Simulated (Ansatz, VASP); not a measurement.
**CdF2 in VASP and in Ansatz**

Contents of INCAR:

```
SYSTEM = CdF2
  PREC = Accurate
  ENCUT = 700
  EDIFF = 1E-6
  ISMEAR = 0
  SIGMA = 0.05
  LREAL = .False.
  LASPH = .True.
  NELM = 120
  ALGO = Normal
  ISIF = 2
  LWAVE = .False.
  LCHARG = .False.
  GGA = PS
  NBANDS = 24
  GGA_COMPAT = .False.
```

Contents of KPOINTS:

```
regular mesh
0
Gamma
  8 8 8
  0 0 0
```

File POSCAR:

```
CdF2
1.0
    0.0000000000      2.5797740322      2.5797740322
    2.5797740322      0.0000000000      2.5797740322
    2.5797740322      2.5797740322      0.0000000000
Cd F
1 2
Direct
    0.0000000000      0.0000000000      0.0000000000
    0.2500000000      0.2500000000      0.2500000000
    0.7500000000      0.7500000000      0.7500000000
```

Input for Ansatz:

```yaml
crystal:
  lattice:
    - [0.0, 2.5797740322, 2.5797740322]
    - [2.5797740322, 0.0, 2.5797740322]
    - [2.5797740322, 2.5797740322, 0.0]
  atoms:
    - { symbol: Cd, position: [0.0, 0.0, 0.0] }
    - { symbol: F, position: [0.25, 0.25, 0.25] }
    - { symbol: F, position: [0.75, 0.75, 0.75] }
basis:
  ecutwfc: 520.0
kpoints:
  mp_grid: { grid: [8, 8, 8] }
hamiltonian:
  xc: pbesol
scf:
  occupations: { method: gaussian, width: 0.05 }
output:
  forces: true
  stress: true
  eigenvalues: true
```

Alike in both runs: task single point; functional PBEsol; k mesh 8 × 8 × 8; occupations gaussian, width 0.05 eV; no spin polarisation.

|  | VASP | Ansatz |
| --- | --- | --- |
| version | VASP 6.6.1 | Ansatz 0.2.0 |
| potentials or method | VASP PAW PBE potentials, release 64 (Cd_sv_GW, F), cutoff 700 eV | scalar-relativistic, plane waves, PAW |
| valence electrons in the cell | 34 | 34 |

```tsv
	VASP	Ansatz	Ansatz less VASP
gap on the k mesh at the Fermi level (eV)	3.38	3.39	+0.014
least direct gap on the mesh (eV)	3.67	3.68	+0.012
pressure (GPa)	18.5	18.9	+0.35
```

VASP's potentials were made for PBE, not for PBEsol. With one functional, cell and mesh, what is left measures potentials, basis and numerics.
